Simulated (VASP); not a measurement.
Runs of VASP 6.6.1 on LaIr5. The structure is that of space group P6/mmm (No. 191), or close to it. The cells are those of the table. 

```csv
cell,gap on the mesh (eV),pressure (GPa)
"a = 5.432, b = 5.432, c = 4.250 Å, angles 90.0, 90.0, 120.0°, 6 atoms",none,-11.3
"a = 5.237, b = 5.237, c = 4.098 Å, angles 90.0, 90.0, 120.0°, 6 atoms",none,18.6
"a = 5.337, b = 5.337, c = 4.175 Å, angles 90.0, 90.0, 120.0°, 6 atoms",none,1.3
"a = 5.385, b = 5.385, c = 4.213 Å, angles 90.0, 90.0, 120.0°, 6 atoms",none,(b)
"a = 5.525, b = 5.525, c = 4.322 Å, angles 90.0, 90.0, 120.0°, 6 atoms",none,(a)
```

Alike in all rows: task single point; level LDA; potentials or basis VASP PAW LDA potentials, release 64 (La, Ir_sv_GW); no spin polarisation; k mesh 5 × 5 × 6; cutoff (eV) 560; smearing fermi-dirac 0.1 eV.

Estimate the missing entries.

(a) -20.5; (b) -5.6.

Caveats: spin-orbit coupling is left out, which moves the levels of the heavy elements; the stress differs along the axes, from -13 to -8 GPa (at least some runs); the stress differs along the axes, from 14 to 29 GPa (at least some runs); the stress differs along the axes, from -2 to 8 GPa (at least some runs); the stress differs along the axes, from -8 to -1 GPa (at least some runs); the cell stands under tension (at least some runs).

A k mesh can miss the band edges, and the runs leave out spin-orbit coupling on Ir, La.

A gap of «none» marks levels without a gap at the run's occupations.
